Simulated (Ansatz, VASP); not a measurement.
# GaP: VASP beside Ansatz

Contents of INCAR:

```
SYSTEM = GaP
ALGO = Normal
EDIFF = 1E-6
ENCUT = 520
GGA = PE
ISIF = 2
ISMEAR = 0
LASPH = .TRUE.
LCHARG = .FALSE.
LREAL = .FALSE.
LWAVE = .FALSE.
NBANDS = 16
NELM = 60
PREC = Accurate
SIGMA = 0.05
```

Contents of KPOINTS:

```
k-points
0
G
  10 10 10
  0 0 0
```

POSCAR

```
GaP
1.0
    0.0000000000      2.6774113844      2.9007707307
    2.9007707307      0.0000000000      2.9007707307
    2.9007707307      2.6774113844      0.0000000000
Ga P
1 1
Direct
    0.0000000000      0.0000000000      0.0000000000
    0.7500000000      0.7500000000      0.7500000000
```

Input for Ansatz:

```yaml
crystal:
  lattice:
    - [0.0, 2.6774113844, 2.9007707307]
    - [2.9007707307, 0.0, 2.9007707307]
    - [2.9007707307, 2.6774113844, 0.0]
  atoms:
    - { symbol: Ga, position: [0.0, 0.0, 0.0] }
    - { symbol: P, position: [0.75, 0.75, 0.75] }
basis:
  ecutwfc: 420
kpoints:
  mp_grid: { grid: [10, 10, 10] }
hamiltonian:
  xc: pbe
  pseudopotentials: { kind: paw, azcp: { folder: soft_1 } }
scf:
  occupations: { method: gaussian, width: 0.05 }
output:
  forces: true
  stress: true
  eigenvalues: true
  write_density: true
  write_potential: true
  elf: true
  volumetric_format: npy
```

Alike in both runs: task single point; functional PBE; k mesh 10 × 10 × 10; occupations gaussian, width 0.05 eV; no spin polarisation.

|  | VASP | Ansatz |
| --- | --- | --- |
| version | VASP 6.6.1 | Ansatz 0.2.0 |
| potentials or method | VASP PAW PBE potentials, release 64 (Ga_d, P), cutoff 520 eV | scalar-relativistic, plane waves, PAW |
| valence electrons in the cell | 18 | 18 |

```tsv
	VASP	Ansatz	Ansatz less VASP
gap on the k mesh at the Fermi level (eV)	0.68	0.68	+0.005
least direct gap on the mesh (eV)	0.68	0.68	+0.005
pressure (GPa)	-5.0	-5.0	+0.05
traceless stress, the component that is largest in VASP (GPa)	3.29	3.29	-0.003
```
